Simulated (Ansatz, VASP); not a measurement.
# ZrB2 in VASP and in Ansatz

```
Zr B
1.0
     3.17000    0.00000    0.00000
    -1.58500    2.74530    0.00000
     0.00000    0.00000    3.53300
Zr B
1 2
Direct
  0.00000 0.00000 0.00000
  0.66667 0.33333 0.50000
  0.33333 0.66667 0.50000
```

Alike in both runs: task relaxation of cell and atoms; functional BLYP; k mesh 10 × 10 × 8; occupations fermi-dirac, width 0.05 eV; no spin polarisation.

|  | VASP | Ansatz |
| --- | --- | --- |
| version | VASP 6.6.1 | Ansatz 0.2.0 |
| potentials or method | VASP PAW PBE potentials, release 64 (Zr_sv, B) | Ansatz PAW |
| plane-wave cutoff (eV) | 600 | 420 |
| valence electrons in the cell | 18 | 18 |

Ansatz gave:

* relaxed volume (Å³/atom): 10.58
* relaxed length of the cell vector where the two differ most in proportion (Å): 3.184

Estimate VASP's values.

relaxed volume (Å³/atom): 10.60; relaxed length of the cell vector where the two differ most in proportion (Å): 3.186.

VASP's potentials were made for PBE, not for BLYP.

Noted on Ansatz's run: the plane-wave basis is chosen anew once the cell has moved, so the energies of steps on either side of that aren't comparable.
